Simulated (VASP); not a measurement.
# Cu (Fm-3m) in VASP: notebook

Aim: see how the results for Cu move with the level of theory and the settings. Levels: PBE, r2SCAN. Tasks: single point.

Program: VASP 6.6.1. These are calculated values, not measurements. Logs are shortened: lines on timing, memory, paths and dates and some standing lists are left out, and cuts for length are marked.

## Step 1: The cell of the first run

It takes space group Fm-3m (No. 225, cubic). The conventional cell has a = 3.569 Å, b = 3.569 Å, c = 3.569 Å, α = 90.00°, β = 90.00°, γ = 90.00°. Within 3.3 Å of Cu (site symmetry m-3m) lie 12 Cu at 2.52 Å.

## Step 2: Single point, PBE (strained)

The input, INCAR:

```
ALGO     = Normal         # electronic algorithm
EDIFF    = 1E-6           # SCF threshold, eV
ENCUT    = 520            # plane-wave cutoff, eV
GGA      = PE             # functional
ISIF     = 2              # what is computed and relaxed
ISMEAR   = 0              # smearing method
LASPH    = T              # aspherical terms in the spheres
LCHARG   = T              # write CHGCAR
LELF     = T              # ELF
LREAL    = F              # projectors in reciprocal space
LVHAR    = T            
LWAVE    = F              # write WAVECAR
NBANDS   = 12             # bands
NELM     = 100            # most SCF steps
PREC     = Accurate       # precision mode
SIGMA    = 0.1            # smearing width, eV
```

The input, KPOINTS:

```
k-points
0
Gamma
  20 20 20
```

The input, POSCAR:

```
Cu
1.0
    0.0000000000      1.7843459250      1.7843459250
    1.7843459250      0.0000000000      1.7843459250
    1.7843459250      1.7843459250      0.0000000000
Cu
1
Direct
    0.0000000000      0.0000000000      0.0000000000
```

Potentials or basis: VASP PAW PBE potentials, release 64 (Cu).

Command:

```sh
$ cat potpaw_PBE.64/Cu/POTCAR > POTCAR
$ mpirun -np 1 vasp_std > vasp.out
```

OUTCAR:

```text
EDIFF = 1E-6
   ENCUT = 520
   GGA = PE
   ISIF = 2
   ISMEAR = 0
   LASPH = T
   LREAL = F
   NELM = 100
   PREC = Accurate

 ion  position               nearest neighbor table
   1  0.000  0.000  0.000-

  LATTYP: Found a face centered cubic cell.
 ALAT       =     3.5686918500

  Lattice vectors:

 A1 = (   0.0000000000,   1.7843459250,   1.7843459250)
 A2 = (   1.7843459250,   0.0000000000,   1.7843459250)
 A3 = (   1.7843459250,   1.7843459250,   0.0000000000)

Analysis of symmetry for initial positions (statically):
=====================================================================
 Subroutine PRICEL returns:
 Original cell was already a primitive cell.

 Routine SETGRP: Setting up the symmetry group for a
 face centered cubic supercell.

 Subroutine GETGRP returns: Found 48 space group operations
 (whereof 48 operations were pure point group operations)
 out of a pool of 48 trial point group operations.

The static configuration has the point symmetry O_h .

Analysis of symmetry for dynamics (positions and initial velocities):
=====================================================================
 Subroutine PRICEL returns:
 Original cell was already a primitive cell.

 Routine SETGRP: Setting up the symmetry group for a
 face centered cubic supercell.

 Subroutine GETGRP returns: Found 48 space group operations
 (whereof 48 operations were pure point group operations)
 out of a pool of 48 trial point group operations.

The dynamic configuration has the point symmetry O_h .

 Subroutine INISYM returns: Found 48 space group operations
 (whereof 48 operations are pure point group operations),
 and found     1 'primitive' translations

----------------------------------------------------------------------------------------

                                     Primitive cell

  volume of cell :      11.3623

  direct lattice vectors                    reciprocal lattice vectors
     0.000000000  1.784345925  1.784345925    -0.280214723  0.280214723  0.280214723
     1.784345925  0.000000000  1.784345925     0.280214723 -0.280214723  0.280214723
     1.784345925  1.784345925  0.000000000     0.280214723  0.280214723 -0.280214723

  length of vectors
     2.523446207  2.523446207  2.523446207     0.485346138  0.485346138  0.485346138

  position of ions in fractional coordinates (direct lattice)
     0.000000000  0.000000000  0.000000000

  ion indices of the primitive-cell ions
   primitive index   ion index
                 1           1

----------------------------------------------------------------------------------------

 KPOINTS: k-points

Automatic generation of k-mesh.
 Grid dimensions read from file:
 generate k-points for:   20   20   20

 Generating k-lattice:

  Cartesian coordinates                     Fractional coordinates (reciprocal lattice)
    -0.014010736  0.014010736  0.014010736     0.050000000  0.000000000  0.000000000
     0.014010736 -0.014010736  0.014010736     0.000000000  0.050000000  0.000000000
     0.014010736  0.014010736 -0.014010736     0.000000000  0.000000000  0.050000000

  Length of vectors
     0.024267307  0.024267307  0.024267307

  Shift w.r.t. Gamma in fractional coordinates (k-lattice)
     0.000000000  0.000000000  0.000000000

 Subroutine IBZKPT returns following result:
 ===========================================

 Found    256 irreducible k-points:

 Following reciprocal coordinates:
            Coordinates               Weight
  0.000000  0.000000  0.000000      1.000000
  0.050000  0.000000  0.000000      8.000000
  0.100000  0.000000  0.000000      8.000000
  0.150000  0.000000  0.000000      8.000000
  0.200000  0.000000  0.000000      8.000000
  0.250000  0.000000  0.000000      8.000000
[... 16 lines left out ...]
 -0.400000  0.050000  0.000000     24.000000
 -0.350000  0.050000  0.000000     24.000000
 [... further k-points ...]
   k-points           NKPTS =    256   k-points in BZ     NKDIM =    256   number of bands    NBANDS=     12
   number of dos      NEDOS =    301   number of ions     NIONS =      1
   total plane-waves  NPLWV =   8000
   dimension x,y,z NGX =    20 NGY =   20 NGZ =   20
   dimension x,y,z NGXF=    40 NGYF=   40 NGZF=   40
   ions per type =               1
   NGX,Y,Z   is equivalent  to a cutoff of  13.18, 13.18, 13.18 a.u.
   NGXF,Y,Z  is equivalent  to a cutoff of  26.35, 26.35, 26.35 a.u.
 SYSTEM =  unknown system
   PREC   = accura    normal or accurate (medium, high low for compatibility)
   ISTART =      0    job   : 0-new  1-cont  2-samecut
   ICHARG =      2    charge: 1-file 2-atom 10-const
   ISPIN  =      1    spin polarized calculation?
   LNONCOLLINEAR =      F non collinear calculations
   LSORBIT =      F    spin-orbit coupling
   LASPH  =      T    aspherical Exc in radial PAW
   ENCUT  =  520.0 eV  38.22 Ry    6.18 a.u.   4.69  4.69  4.69*2*pi/ulx,y,z
   NELM   =    100;   NELMIN=  2; NELMDL= -5     # of ELM steps
   EDIFF  = 0.1E-05   stopping-criterion for ELM
   LREAL  =      F    real-space projection
   EDIFFG = 0.1E-04   stopping-criterion for IOM
   NSW    =      0    number of steps for IOM
   IBRION =     -1    ionic relax: 0-MD 1-quasi-New 2-CG
   NFREE  =      0    steps in history (QN), initial steepest desc. (CG)
   ISIF   =      2    stress and relaxation
   ISYM   =      2    0-nonsym 1-usesym 2-fastsym
   POTIM  = 0.5000    time-step for ionic-motion
   TEBEG  =    0.0;   TEEND  =   0.0 temperature during run
   PSTRESS=    0.0 pullay stress
   NELECT =      11.0000    total number of electrons
   NUPDOWN=      -1.0000    fix difference up-down
   EMIN   =  10.00;   EMAX   =-10.00  energy-range for DOS
   EFERMI =   0.00;   METHOD = LEGACY
   ISMEAR =     0;   SIGMA  =   0.10  broadening in eV -4-tet -1-fermi 0-gaus
   EFERMI_NEDOS =   21; number of points for ismear=-14 and -15
   IALGO  =     38    algorithm
   IMIX   =      4    mixing-type and parameters
     AMIX     =   0.40;   BMIX     =  1.00
     AMIX_MAG =   1.60;   BMIX_MAG =  1.00
  volume/ion in A,a.u.               =      11.36        76.68
  Fermi-wavevector in a.u.,A,eV,Ry     =   1.619509  3.060428 35.685484  2.622809
  Thomas-Fermi vector in A             =   2.713598
   LORBIT       =      0    0 simple, 1 ext, 2 COOP (PROOUT), +10 PAW based schemes
   GGA     = PE    functional components
   LHFCALC =     F    Hartree Fock is set to
   AEXX    =    0.0000 exact exchange contribution
   IVDW    =     0    specifies the selected vdW correction
   LEPSILON=     F    determine dielectric tensor
   LRPA    =     F    only Hartree local field effects (RPA)
 non-spin polarized calculation
 Gauss-broadening in eV      SIGMA  =   0.10
  energy-cutoff  :      520.00
  volume of cell :       11.36
 maximum number of plane-waves:       331
   NGX =  9   NGY =  9   NGZ =  9

 number of electron      11.0000013 magnetization

 Free energy of the ion-electron system (eV)
  ---------------------------------------------------
  ext. energy  EPLUGINS =         0.00000000
  ---------------------------------------------------
  free energy    TOTEN  =        -3.71274814 eV

  energy without entropy =       -3.71147972  energy(sigma->0) =       -3.71211393

 E-fermi :   8.0518     XC(G=0): -12.9518

 val. band max:        8.0514735814   @ k =   0.5000   0.2500   0.1000
 cond. band min:       8.0968775915   @ k =  -0.4500   0.1000   0.0000
 fundamental gap:      0.0454040102
 Fermi energy:         8.0518086127

 k-point     1 :       0.0000    0.0000    0.0000
  band No.  band energies     occupation
      1      -1.5750      2.00000
      2       4.9276      2.00000
      3       4.9276      2.00000
      4       4.9276      2.00000
      5       5.8007      2.00000
      6       5.8007      2.00000
      7      30.9779      0.00000
      8      33.9258      0.00000
      9      33.9258      0.00000
     10      33.9258      0.00000
     11      36.4556      0.00000
     12      36.4556      0.00000

 k-point     2 :       0.0500    0.0000    0.0000
  band No.  band energies     occupation
      1      -1.4812      2.00000
      2       4.9068      2.00000
      3       4.9461      2.00000
      4       4.9461      2.00000
      5       5.7932      2.00000
      6       5.7932      2.00000
      7      30.5244      0.00000
      8      32.6284      0.00000
      9      33.6180      0.00000
     10      33.6180      0.00000
     11      36.8924      0.00000
     12      36.8924      0.00000

 k-point     3 :       0.1000    0.0000    0.0000
  band No.  band energies     occupation
      1      -1.2024      2.00000
      2       4.8489      2.00000
      3       4.9956      2.00000
      4       4.9956      2.00000
      5       5.7763      2.00000
      6       5.7763      2.00000
      7      28.5828      0.00000
      8      31.8445      0.00000
      9      33.0214      0.00000
     10      33.0214      0.00000
     11      37.8385      0.00000
     12      37.8385      0.00000

 k-point     4 :       0.1500    0.0000    0.0000
  band No.  band energies     occupation
      1      -0.7474      2.00000
      2       4.7684      2.00000
      3       5.0566      2.00000
      4       5.0566      2.00000
      5       5.7683      2.00000
      6       5.7683      2.00000
      7      25.9990      0.00000
      8      31.5730      0.00000
      9      32.4251      0.00000
     10      32.4251      0.00000
     11      38.2627      0.00000
     12      38.7228      0.00000

 k-point     5 :       0.2000    0.0000    0.0000
  band No.  band energies     occupation
      1      -0.1342      2.00000
      2       4.6903      2.00000
      3       5.0970      2.00000
      4       5.0970      2.00000
      5       5.7987      2.00000
      6       5.7987      2.00000
      7      23.3823      0.00000
      8      31.2812      0.00000
      9      31.9099      0.00000
     10      31.9099      0.00000
     11      38.2694      0.00000
     12      38.3755      0.00000
[... 228 lines left out ...]
      1       2.8231      2.00000
      2       4.8574      2.00000
      3       4.9236      2.00000
      4       6.0155      2.00000
      5       6.4055      2.00000
      6       7.3645      2.00000
      7      12.1336      0.00000
      8      28.7605      0.00000
      9      29.9627      0.00000
     10      30.1401      0.00000
     11      34.6023      0.00000
     12      34.7950      0.00000

 k-point    22 :      -0.4500    0.0500    0.0000
  band No.  band energies     occupation
      1       2.8064      2.00000
      2       4.8659      2.00000
      3       4.9241      2.00000
      4       5.9940      2.00000
      5       6.3663      2.00000
      6       7.2467      2.00000
      7      12.3679      0.00000
      8      28.5181      0.00000
      9      30.0998      0.00000
     10      30.4736      0.00000
     11      34.2147      0.00000
     12      35.0569      0.00000

 k-point    23 :      -0.4000    0.0500    0.0000
  band No.  band energies     occupation
      1       2.6665      2.00000
      2       4.9001      2.00000
      3       4.9496      2.00000
      4       5.6663      2.00000
      5       6.2717      2.00000
      6       6.7425      2.00000
      7      13.7121      0.00000
      8      28.3548      0.00000
      9      30.3026      0.00000
     10      31.1396      0.00000
     11      34.0277      0.00000
     12      35.4436      0.00000

 k-point    24 :      -0.3500    0.0500    0.0000
  band No.  band energies     occupation
      1       2.3166      2.00000
      2       4.9540      2.00000
      3       4.9965      2.00000
      4       5.1212      2.00000
      5       6.1346      2.00000
      6       6.4303      2.00000
      7      15.5897      0.00000
      8      28.3120      0.00000
      9      30.6902      0.00000
     10      31.8883      0.00000
     11      34.1015      0.00000
     12      35.9064      0.00000

 [... further k-points ...]
[... 5 lines left out ...]
  --------------------------------------------------------------------------------------
  -------------------------------------------------------------------------------------
  Total        0.6167414      0.6167414      0.6167414      0.0000000      0.0000000     -0.0000000
  in kB       86.9654050     86.9654050     86.9654050      0.0000000      0.0000000     -0.0000000
  external PRESSURE =      86.9654050 kB  Pullay stress =       0.0000000 kB

 VOLUME and BASIS-vectors are now :
 -----------------------------------------------------------------------------
  energy-cutoff  :      520.00
  volume of cell :       11.36
      direct lattice vectors                 reciprocal lattice vectors
     0.000000000  1.784345925  1.784345925    -0.280214723  0.280214723  0.280214723
     1.784345925  0.000000000  1.784345925     0.280214723 -0.280214723  0.280214723
     1.784345925  1.784345925  0.000000000     0.280214723  0.280214723 -0.280214723

 POSITION                                       TOTAL-FORCE (eV/Angst)
 -----------------------------------------------------------------------------------
      0.00000      0.00000      0.00000         0.000000      0.000000      0.000000
 -----------------------------------------------------------------------------------
    total drift:                                0.000000     -0.000000     -0.000000

  FREE ENERGIE OF THE ION-ELECTRON SYSTEM (eV)
  ---------------------------------------------------
  free  energy   TOTEN  =        -3.7127481436 eV

  energy  without entropy=       -3.7114797191  energy(sigma->0) =       -3.71211393
```

Run time: 28 s. Hardware: 1 thread of Intel Xeon Platinum 8259CL at 2.50GHz (Skylake/Cascade Lake), shared host; peak memory 0.15 GiB.

What came out:

```
Free energy : -3.7127 eV
Pressure    : 8.7 GPa
```

Caveat: the cell differs from its parent crystal (strained).

## Step 3: Single point, r2SCAN (functional r2SCAN, strained)

The input, POSCAR:

```
Cu
1.0
    0.0000000000      1.8756789000      1.8756789000
    1.8756789000      0.0000000000      1.8756789000
    1.8756789000      1.8756789000      0.0000000000
Cu
1
Direct
    0.0000000000      0.0000000000      0.0000000000
```

The input, INCAR.step1:

```
SYSTEM = Cu
PREC = Accurate ; ENCUT = 520
ISMEAR = 0 ; SIGMA = 0.1
LREAL = .FALSE. ; LASPH = .TRUE.
NELM = 80 ; NBANDS = 12
GGA = PE ; ALGO = Normal
EDIFF = 1E-4 ; LWAVE = .TRUE.
LCHARG = .FALSE.
```

The input, INCAR.step2:

```
SYSTEM = Cu
PREC = Accurate ; ENCUT = 520
EDIFF = 1E-7 ; ISMEAR = 0
SIGMA = 0.1 ; LREAL = .FALSE.
LASPH = .TRUE. ; NELM = 80
ALGO = Normal ; ISIF = 2
LWAVE = .FALSE. ; LCHARG = .FALSE.
METAGGA = R2SCAN ; LMIXTAU = .TRUE.
NBANDS = 12 ; ISTART = 1
```

The input, KPOINTS:

```
regular mesh
0
G
  20 20 20
  0 0 0
```

Potentials or basis: VASP PAW PBE potentials, release 64 (Cu).

Command:

```sh
$ cat potpaw_PBE.64/Cu/POTCAR > POTCAR
$ cp INCAR.step1 INCAR
$ mpirun -np 1 vasp_std > vasp.out
$ cp INCAR.step2 INCAR
$ mpirun -np 1 vasp_std > vasp.out
```

It took 2.1 min on 1 thread of Intel Xeon Platinum 8259CL at 2.50GHz (Skylake/Cascade Lake), shared host; peak memory 0.15 GiB.

The run converged. Its results:

- Free energy: -10.7335 eV
- Pressure: -15.7 GPa

Levels at points of the mesh, in eV from the Fermi level:
```csv
k point,band 3,band 4,band 5,band 6,band 7,band 8,band 9,band 10
"(0.00, 0.00, 0.00)",-2.79,-2.79,-2.10,-2.10,22.47,24.63,24.63,24.63
"(0.50, 0.00, 0.00)",-2.82,-1.61,-1.61,-0.70,3.45,21.05,21.42,21.42
"(0.50, 0.50, 0.00)",-1.64,-1.48,-1.48,1.69,6.71,12.91,12.91,17.00
```

Caveat: the cell differs from its parent crystal (functional r2SCAN, strained); the PAW data sets were made with another functional, which shifts forces and pressure a little.

## Step 4: Single point, PBE

This run uses another cell than the first one, of 11.96 Å³/atom, 1.052 times its volume.

The input, INCAR:

```
SYSTEM = Cu
ALGO     = Normal         ! electronic algorithm
EDIFF    = 1E-6           ! SCF threshold, eV
ENCUT    = 520            ! plane-wave cutoff, eV
GGA      = PE             ! functional
ISIF     = 2              ! what is computed and relaxed
ISMEAR   = 0              ! smearing method
LASPH    = .TRUE.         ! aspherical terms in the spheres
LCHARG   = .TRUE.         ! write CHGCAR
LELF     = .TRUE.         ! ELF
LREAL    = .FALSE.        ! projectors in reciprocal space
LVHAR    = .TRUE.       
LWAVE    = .FALSE.        ! write WAVECAR
NBANDS   = 12             ! bands
NELM     = 60             ! most SCF steps
PREC     = Accurate       ! precision mode
SIGMA    = 0.15           ! smearing width, eV
```

The input, KPOINTS:

```
k-points
0
G
  16 16 16
  0 0 0
```

The input, POSCAR:

```
Cu
1.0
    0.0000000000      1.8148741282      1.8148741282
    1.8148741282      0.0000000000      1.8148741282
    1.8148741282      1.8148741282      0.0000000000
Cu
1
Direct
    0.0000000000      0.0000000000      0.0000000000
```

Command:

```sh
$ cat potpaw_PBE.64/Cu/POTCAR > POTCAR
$ mpirun -np 1 vasp_std > vasp.out
```

Wall time 44 s (1 thread of AMD EPYC 7R43 (Zen 3), shared host); peak memory 0.1 GiB.

It converged, with:

```yaml
Free_energy: -3.7298 eV
Pressure: 0.6 GPa
```

Levels at points of the mesh, in eV from the Fermi level:
| k point | band 2 | band 3 | band 4 | band 5 | band 6 | band 7 | band 8 | band 9 | band 10 | band 11 |
| --- | --- | --- | --- | --- | --- | --- | --- | --- | --- | --- |
| (0.00, 0.00, 0.00) | -2.95 | -2.95 | -2.95 | -2.15 | -2.15 | 22.53 | 25.08 | 25.08 | 25.08 | 27.56 |
| (0.50, 0.00, 0.00) | -2.99 | -2.99 | -1.59 | -1.59 | -0.93 | 3.73 | 21.03 | 21.92 | 21.92 | 24.94 |
| (0.50, 0.50, 0.00) | -4.32 | -1.61 | -1.45 | -1.45 | 1.54 | 7.06 | 13.02 | 13.02 | 17.49 | 20.09 |

## Step 5: Summary

| level | cell | k mesh | smearing | gap on the mesh (eV) | pressure (GPa) |
| --- | --- | --- | --- | --- | --- |
| PBE | a = 2.523 Å, angles 60.0°, 1 atom | 20 × 20 × 20 | gaussian 0.1 eV | none | 8.7 |
| r2SCAN | a = 2.653 Å, angles 60.0°, 1 atom | 20 × 20 × 20 | gaussian 0.1 eV | none | -15.7 |
| PBE | a = 2.567 Å, angles 60.0°, 1 atom | 16 × 16 × 16 | gaussian 0.15 eV | none | 0.6 |

Alike in all rows: task single point; potentials or basis VASP PAW PBE potentials, release 64 (Cu); no spin polarisation; cutoff (eV) 520.

Caveats: the PAW data sets were made with another functional, which shifts forces and pressure a little (some runs).

Absolute energies hang on the potentials; compare differences alone.
